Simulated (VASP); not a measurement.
Set up this calculation in VASP 6.6.1, as the native input.

* Task: single point
* Functional: PBE
* Potentials or basis: VASP PAW PBE potentials, release 64 (Si, Mo_sv)
* Cutoff: 500 eV
* k mesh: 6 × 6 × 6
* Occupations: gaussian, width 0.1 eV
* Spin: no spin polarisation
* Dipole correction: no
* Further INCAR settings: ALGO = Normal; EDIFF = 1e-06; NBANDS = 56

The structure of SiMo3 lies in POSCAR:

```
SiMo3
1.0
    4.9063915517      0.0000000000      0.0000000000
    0.0000000000      4.9063915517      0.0000000000
    0.0000000000      0.0000000000      4.9063915517
Si Mo
2 6
Direct
    0.5000000000      0.5000000000      0.5000000000
    0.0000000000      0.0000000000      0.0000000000
    0.0000000000      0.5000000000      0.7500000000
    0.0000000000      0.5000000000      0.2500000000
    0.5000000000      0.2500000000      0.0000000000
    0.5000000000      0.7500000000      0.0000000000
    0.2500000000      0.0000000000      0.5000000000
    0.7500000000      0.0000000000      0.5000000000
```

These files were run (other wordings do the same):

INCAR

```
PREC = Accurate ; ENCUT = 500
EDIFF = 1E-6 ; ISMEAR = 0
SIGMA = 0.1 ; LREAL = F
LASPH = T ; NELM = 120
ALGO = Normal ; ISIF = 2
LWAVE = F ; LCHARG = F
GGA = PE ; NBANDS = 56
GGA_COMPAT = F
```

KPOINTS

```
regular mesh
0
Gamma
  6 6 6
```

Potentials or basis: VASP PAW PBE potentials, release 64 (Si, Mo_sv).

Run with:

```bash
$ cat potpaw_PBE.64/Si/POTCAR potpaw_PBE.64/Mo_sv/POTCAR > POTCAR
$ mpirun -np 1 vasp_std > vasp.out
```

It gave:

```
Pressure               : 0.5 GPa
Band gap on the k mesh : zero (band 46 reaches 13.83 eV, above the bottom of band 47 at 11.40 eV)
```

Run time: 70 s on 1 thread of Intel(R) Xeon(R) Platinum 8488C (Sapphire Rapids), on a shared host, peak memory 0.25 GiB.
